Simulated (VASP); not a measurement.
Here is a VASP 6.6.1 calculation.

File POSCAR:

```
CdP
1.0
    0.0000000000      2.8012710000      2.8012710000
    2.8012710000      0.0000000000      2.8012710000
    2.8012710000      2.8012710000      0.0000000000
Cd P
1 1
Direct
    0.0000000000      0.0000000000      0.0000000000
    0.5000000000      0.5000000000      0.5000000000
```

The input INCAR.step1:

```
ALGO = Normal
EDIFF = 1E-6
ENCUT = 400
GGA = PS
GGA_COMPAT = F
ISIF = 2
ISMEAR = -1
LASPH = T
LCHARG = T
LNONCOLLINEAR = T
LORBIT = 11
LORBMOM = T
LREAL = F
LSORBIT = T
LWAVE = F
MAGMOM = 0 0 0 0 0 0
NBANDS = 29
NEDOS = 2001
NELM = 200
PREC = Accurate
SIGMA = 0.1
```

The input KPOINTS.step1:

```
k-points
0
Gamma
  10 10 10
```

INCAR.step2

```
ALGO = Normal
EDIFF = 1E-6
ENCUT = 400
GGA = PS
GGA_COMPAT = F
ICHARG = 11
ISIF = 2
ISMEAR = -5
LASPH = T
LCHARG = F
LNONCOLLINEAR = T
LORBIT = 10
LORBMOM = T
LREAL = F
LSORBIT = T
LWAVE = F
MAGMOM = 0 0 0 0 0 0
NEDOS = 2001
NELM = 200
PREC = Accurate
SIGMA = 0.1
```

Contents of KPOINTS.step2:

```
k-points
0
Gamma
  15 15 15
```

Potentials or basis: VASP PAW PBE potentials, release 64 (Cd, P).

Run with:

```bash
$ cat potpaw_PBE.64/Cd/POTCAR potpaw_PBE.64/P/POTCAR > POTCAR
$ cp INCAR.step1 INCAR
$ cp KPOINTS.step1 KPOINTS
$ mpirun -np 1 vasp_ncl > vasp.out
$ cp INCAR.step2 INCAR
$ cp KPOINTS.step2 KPOINTS
$ mpirun -np 1 vasp_ncl > vasp.out
```

Problem. What does it give for the net moment?

Solution. 0.00 μB per cell.

Moments on the atoms (μB; x, y, z):
```
Cd  0.00 0.00 0.00
P   0.00 0.00 0.00
```
